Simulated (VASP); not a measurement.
# TePb (I4/mmm) in VASP: a series of runs

Aim: see how the results for TePb move with the level of theory and the settings. Levels: PBE, r2SCAN. Tasks: single point.

Everything below comes from runs of VASP 6.6.1. Logs are shortened: lines on timing, memory, paths and dates and some standing lists are left out, and cuts for length are marked.

**1. The cell of the first run**

The structure is tetragonal, space group I4/mmm (No. 139). The conventional cell has a = 4.621 Å, b = 4.621 Å, c = 6.261 Å, α = 90.00°, β = 90.00°, γ = 90.00°. Pb (site symmetry 4/mmm) has 6 Te at 3.13 to 3.27 Å within 4.1 Å. Te (site symmetry 4/mmm) has 6 Pb at 3.13 to 3.27 Å within 4.1 Å.

**2. Single point, PBE (uniaxial x strain -4.2%)**

File INCAR:

```
PREC     = Accurate       # precision mode
ENCUT    = 520            # plane-wave cutoff, eV
EDIFF    = 1E-6           # SCF threshold, eV
ISMEAR   = -1             # smearing method
SIGMA    = 0.02           # smearing width, eV
LREAL    = False          # projectors in reciprocal space
LASPH    = True           # aspherical terms in the spheres
NELM     = 60             # most SCF steps
ALGO     = Normal         # electronic algorithm
ISIF     = 2              # what is computed and relaxed
LWAVE    = False          # write WAVECAR
LCHARG   = True           # write CHGCAR
GGA      = PE             # functional
LELF     = True           # ELF
LVHAR    = True         
NBANDS   = 17             # bands
```

File KPOINTS:

```
Automatic mesh
0
Gamma
  8 8 8
```

File POSCAR:

```
TePb
1.0
    0.0000000000      3.2678368520      3.2678368520
    3.1305877042      0.0000000000      3.2678368520
    3.1305877042      3.2678368520      0.0000000000
Pb Te
1 1
Direct
    0.0000000000      0.0000000000      0.0000000000
    0.5000000000      0.5000000000      0.5000000000
```

Potentials or basis: VASP PAW PBE potentials, release 64 (Pb_d, Te).

Command:

```bash
> cat potpaw_PBE.64/Pb_d/POTCAR potpaw_PBE.64/Te/POTCAR > POTCAR
> mpirun -np 1 vasp_std > vasp.out
```

OUTCAR:

```text
PREC = Accurate
   ENCUT = 520
   EDIFF = 1E-6
   ISMEAR = -1
   LREAL = False
   LASPH = True
   NELM = 60
   ISIF = 2
   GGA = PE

 ion  position               nearest neighbor table
   1  0.000  0.000  0.000-   2 3.13   2 3.13   2 3.27   2 3.27   2 3.27   2 3.27
   2  0.500  0.500  0.500-   1 3.13   1 3.13   1 3.27   1 3.27   1 3.27   1 3.27

  LATTYP: Found a body centered tetragonal cell.
 ALAT       =     4.6214191957
 C/A-ratio  =     1.3548165927

  Lattice vectors:

 A1 = (  -3.1305877042,   0.0000000000,  -3.2678368520)
 A2 = (  -3.1305877042,   0.0000000000,   3.2678368520)
 A3 = (   3.1305877042,   3.2678368520,   0.0000000000)

Analysis of symmetry for initial positions (statically):
=====================================================================
 Subroutine PRICEL returns:
 Original cell was already a primitive cell.

 Routine SETGRP: Setting up the symmetry group for a
 body centered tetragonal supercell.

 Subroutine GETGRP returns: Found 16 space group operations
 (whereof 16 operations were pure point group operations)
 out of a pool of 16 trial point group operations.

The static configuration has the point symmetry D_4h.

Analysis of symmetry for dynamics (positions and initial velocities):
=====================================================================
 Subroutine PRICEL returns:
 Original cell was already a primitive cell.

 Routine SETGRP: Setting up the symmetry group for a
 body centered tetragonal supercell.

 Subroutine GETGRP returns: Found 16 space group operations
 (whereof 16 operations were pure point group operations)
 out of a pool of 16 trial point group operations.

The dynamic configuration has the point symmetry D_4h.

 Subroutine INISYM returns: Found 16 space group operations
 (whereof 16 operations are pure point group operations),
 and found     1 'primitive' translations

----------------------------------------------------------------------------------------

                                     Primitive cell

  volume of cell :      66.8616

  direct lattice vectors                    reciprocal lattice vectors
     0.000000000  3.267836852  3.267836852    -0.159714420  0.153006415  0.153006415
     3.130587704  0.000000000  3.267836852     0.159714420 -0.153006415  0.153006415
     3.130587704  3.267836852  0.000000000     0.159714420  0.153006415 -0.153006415

  length of vectors
     4.621419196  4.525410154  4.525410154     0.268943529  0.268943529  0.268943529

  position of ions in fractional coordinates (direct lattice)
     0.000000000  0.000000000  0.000000000
     0.500000000  0.500000000  0.500000000

[... 77 lines left out ...]
   LREAL  =      F    real-space projection
   EDIFFG = 0.1E-04   stopping-criterion for IOM
   NSW    =      0    number of steps for IOM
   IBRION =     -1    ionic relax: 0-MD 1-quasi-New 2-CG
   NFREE  =      0    steps in history (QN), initial steepest desc. (CG)
   ISIF   =      2    stress and relaxation
   ISYM   =      2    0-nonsym 1-usesym 2-fastsym
   POTIM  = 0.5000    time-step for ionic-motion
   TEBEG  =    0.0;   TEEND  =   0.0 temperature during run
   PSTRESS=    0.0 pullay stress
   NELECT =      20.0000    total number of electrons
   NUPDOWN=      -1.0000    fix difference up-down
   EMIN   =  10.00;   EMAX   =-10.00  energy-range for DOS
   EFERMI =   0.00;   METHOD = LEGACY
   ISMEAR =    -1;   SIGMA  =   0.02  broadening in eV -4-tet -1-fermi 0-gaus
   EFERMI_NEDOS =   21; number of points for ismear=-14 and -15
   IALGO  =     38    algorithm
   IMIX   =      4    mixing-type and parameters
     AMIX     =   0.40;   BMIX     =  1.00
     AMIX_MAG =   1.60;   BMIX_MAG =  1.00
  volume/ion in A,a.u.               =      33.43       225.60
  Fermi-wavevector in a.u.,A,eV,Ry     =   1.094862  2.068989 16.309607  1.198722
  Thomas-Fermi vector in A             =   2.231175
   LORBIT       =      0    0 simple, 1 ext, 2 COOP (PROOUT), +10 PAW based schemes
   GGA     = PE    functional components
   LHFCALC =     F    Hartree Fock is set to
   AEXX    =    0.0000 exact exchange contribution
   IVDW    =     0    specifies the selected vdW correction
   LEPSILON=     F    determine dielectric tensor
   LRPA    =     F    only Hartree local field effects (RPA)
 non-spin polarized calculation
  energy-cutoff  :      520.00
  volume of cell :       66.86
 maximum number of plane-waves:      1820
 NGX is ok and might be reduce to    36
   NGX = 17   NGY = 17   NGZ = 17

 number of electron      20.0000002 magnetization

 Free energy of the ion-electron system (eV)
  ---------------------------------------------------
  ext. energy  EPLUGINS =         0.00000000
  ---------------------------------------------------
  free energy    TOTEN  =        -7.45796744 eV

  energy without entropy =       -7.45796744  energy(sigma->0) =       -7.45796744

 E-fermi :   6.1137     XC(G=0):  -9.3376

 val. band max:        5.8045852410   @ k =   0.5000  -0.0000  -0.0000
 cond. band min:       6.4228739741   @ k =   0.5000  -0.0000  -0.0000
 fundamental gap:      0.6182887331
 Fermi energy:         6.1137151803

 k-point     1 :       0.0000    0.0000    0.0000
  band No.  band energies     occupation
      1     -11.0041      2.00000
      2     -10.9934      2.00000
      3     -10.9908      2.00000
      4     -10.9822      2.00000
      5     -10.9822      2.00000
      6      -6.3617      2.00000
[... 457 lines left out ...]
      4     -10.9764      2.00000
      5     -10.9717      2.00000
      6      -5.5804      2.00000
[... 9 lines left out ...]
     16      14.3798      0.00000
     17      15.8349      0.00000

 [... further k-points ...]

------------------------ aborting loop because EDIFF is reached ----------------------------------------

  FORCE on cell =-STRESS in cart. coord.  units (eV):
  Direction    XX          YY          ZZ          XY          YZ          ZX
  --------------------------------------------------------------------------------------
  -------------------------------------------------------------------------------------
  Total        2.8109466      0.3346426      0.3346426      0.0000000      0.0000000      0.0000000
  in kB       67.3575956      8.0189069      8.0189069      0.0000000      0.0000000      0.0000000
  external PRESSURE =      27.7984698 kB  Pullay stress =       0.0000000 kB

 VOLUME and BASIS-vectors are now :
 -----------------------------------------------------------------------------
  energy-cutoff  :      520.00
  volume of cell :       66.86
      direct lattice vectors                 reciprocal lattice vectors
     0.000000000  3.267836852  3.267836852    -0.159714420  0.153006415  0.153006415
     3.130587704  0.000000000  3.267836852     0.159714420 -0.153006415  0.153006415
     3.130587704  3.267836852  0.000000000     0.159714420  0.153006415 -0.153006415

 POSITION                                       TOTAL-FORCE (eV/Angst)
 -----------------------------------------------------------------------------------
      0.00000      0.00000      0.00000        -0.000000     -0.000000      0.000000
      3.13059      3.26784      3.26784         0.000000      0.000000     -0.000000
 -----------------------------------------------------------------------------------
    total drift:                               -0.000000      0.000000      0.000000

  FREE ENERGIE OF THE ION-ELECTRON SYSTEM (eV)
  ---------------------------------------------------
  free  energy   TOTEN  =        -7.4579674445 eV

  energy  without entropy=       -7.4579674425  energy(sigma->0) =       -7.45796744
```

Run time: 66 s. Hardware: 1 thread of Intel Xeon 8259CL, shared host; peak memory 0.24 GiB.

Results:

```yaml
Free_energy: -7.4580 eV
Pressure: 2.8 GPa
Band_gap_on_the_k_mesh: 0.62 eV
```

Caveat: the cell differs from its parent crystal (uniaxial x strain -4.2%); spin-orbit coupling is left out, which moves the levels of the heavy elements. A k mesh can miss the band edges.

**3. Single point, r2SCAN (uniaxial x strain -4.2%)**

POSCAR is that of step 2.

File INCAR.step1:

```
SYSTEM = TePb
PREC = Accurate ; ENCUT = 520
ISMEAR = 0 ; SIGMA = 0.01
LREAL = .False. ; LASPH = .True.
NELM = 100 ; NBANDS = 17
GGA = PE ; ALGO = Normal
EDIFF = 1E-4 ; LWAVE = .True.
LCHARG = .False.
```

File INCAR.step2:

```
SYSTEM = TePb
PREC = Accurate ; ENCUT = 520
EDIFF = 1E-6 ; ISMEAR = 0
SIGMA = 0.01 ; LREAL = .False.
LASPH = .True. ; NELM = 100
ALGO = Normal ; ISIF = 2
LWAVE = .False. ; LCHARG = .False.
METAGGA = R2SCAN ; LMIXTAU = .True.
NBANDS = 17 ; ISTART = 1
```

File KPOINTS:

```
Automatic mesh
0
Gamma
  8 8 8
  0 0 0
```

Potentials or basis: VASP PAW PBE potentials, release 64 (Pb_d, Te).

Command:

```bash
> cat potpaw_PBE.64/Pb_d/POTCAR potpaw_PBE.64/Te/POTCAR > POTCAR
> cp INCAR.step1 INCAR
> mpirun -np 1 vasp_std > vasp.out
> cp INCAR.step2 INCAR
> mpirun -np 1 vasp_std > vasp.out
```

It took 4.6 min on 1 thread of Intel Xeon 8259CL, shared host; peak memory 0.26 GiB.

It converged, with:

```
Free energy            : -82.6530 eV
Pressure               : 2.3 GPa
Band gap on the k mesh : 0.88 eV
```

Stress tensor (GPa, compression positive):
```
6.30 0.00 0.00
0.00 0.23 0.00
0.00 0.00 0.23
```

Levels at points of the mesh, in eV from the valence-band top:
```csv
k point,band 6,band 7,band 8,band 9,band 10,band 11,band 12,band 13,band 14,band 15
"(0.00, 0.00, 0.00)",-12.68,-5.66,-1.91,-1.46,-1.46,3.95,3.95,5.02,6.01,6.01
"(0.50, 0.00, 0.00)",-11.14,-9.03,-1.18,-1.09,0.00,0.88,1.23,1.48,8.88,9.38
"(0.50, 0.50, 0.00)",-10.97,-7.46,-4.81,-3.31,-2.82,3.53,5.29,6.45,6.94,10.28
"(0.00, 0.50, 0.50)",-10.64,-7.80,-4.91,-3.16,-3.16,3.38,5.67,5.67,7.62,10.43
```

Caveat: the cell differs from its parent crystal (uniaxial x strain -4.2%); the PAW data sets were made with another functional, which shifts forces and pressure a little; spin-orbit coupling is left out, which moves the levels of the heavy elements.
